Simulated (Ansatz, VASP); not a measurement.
## SnO in VASP and in Ansatz

```
Sn O
1.0
     3.87657    0.00000    0.00000
     0.00000    3.87657    0.00000
     0.00000    0.00000    4.93085
Sn O
2 2
Direct
  0.00000 0.50000 0.23850
  0.50000 0.00000 0.76150
  0.00000 0.00000 0.00000
  0.50000 0.50000 0.00000
```

Change from the starting cell: volume scaled by 1.06.

Alike in both runs: task single point; functional PBE; k mesh 8 × 8 × 6; occupations fermi-dirac, width 0.01 eV; no spin polarisation.

|  | VASP | Ansatz |
| --- | --- | --- |
| version | VASP 6.6.1 | Ansatz 0.2.0 |
| potentials or method | VASP PAW PBE potentials, release 64 (Sn_d, O), cutoff 520 eV | all-electron LAPW, scalar-relativistic |

Ansatz gave:

* pressure (GPa): -1.2
* rms of the force components (eV/Å): 0.170

What did VASP give for the same quantities?

Pressure (GPa): -1.0; rms of the force components (eV/Å): 0.139.

Atom by atom the forces differ by 0.031 eV/Å (rms over components). Ansatz ran all-electron here, and VASP with PAW potentials.
